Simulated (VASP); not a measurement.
Write the native input for VASP 6.6.1 that does the following.

```yaml
Task: single point
Functional: PBE
Potentials_or_basis: VASP PAW PBE potentials, release 64 (Al, As)
Cutoff: 500 eV
k_mesh: 6 × 6 × 6
Occupations: gaussian, width 0.01 eV
Spin: no spin polarisation
Dipole_correction: no
Further_INCAR_settings: ALGO = Normal; EDIFF = 1e-06; NBANDS = 11
```

The structure of AlAs lies in POSCAR:

```
AlAs
1.0
    0.0000000000      2.8638065824      2.8638065824
    2.8638065824      0.0000000000      2.8638065824
    2.8638065824      2.8638065824      0.0000000000
Al As
1 1
Direct
    0.0000000000      0.0000000000      0.0000000000
    0.2500000000      0.2500000000      0.2500000000
```

One way to write it, as run:

INCAR

```
PREC = Accurate
ENCUT = 500
EDIFF = 1E-6
ISMEAR = 0
SIGMA = 0.01
LREAL = F
LASPH = T
NELM = 120
ALGO = Normal
ISIF = 2
LWAVE = F
LCHARG = F
GGA = PE
NBANDS = 11
GGA_COMPAT = F
```

KPOINTS

```
Automatic mesh
0
Gamma
  6 6 6
```

Potentials or basis: VASP PAW PBE potentials, release 64 (Al, As).

The run is started by

```sh
$ cat potpaw_PBE.64/Al/POTCAR potpaw_PBE.64/As/POTCAR > POTCAR
$ mpirun -np 1 vasp_std > vasp.out
```

It gave:

```yaml
Pressure: 0.2 GPa
Band_gap_on_the_k_mesh: 1.49 eV, indirect (least direct gap 1.78 eV)
```

Run time: 9.6 s on 1 thread of Intel(R) Xeon(R) 6975P-C (Granite Rapids), with other jobs on the host, peak memory 0.16 GiB.
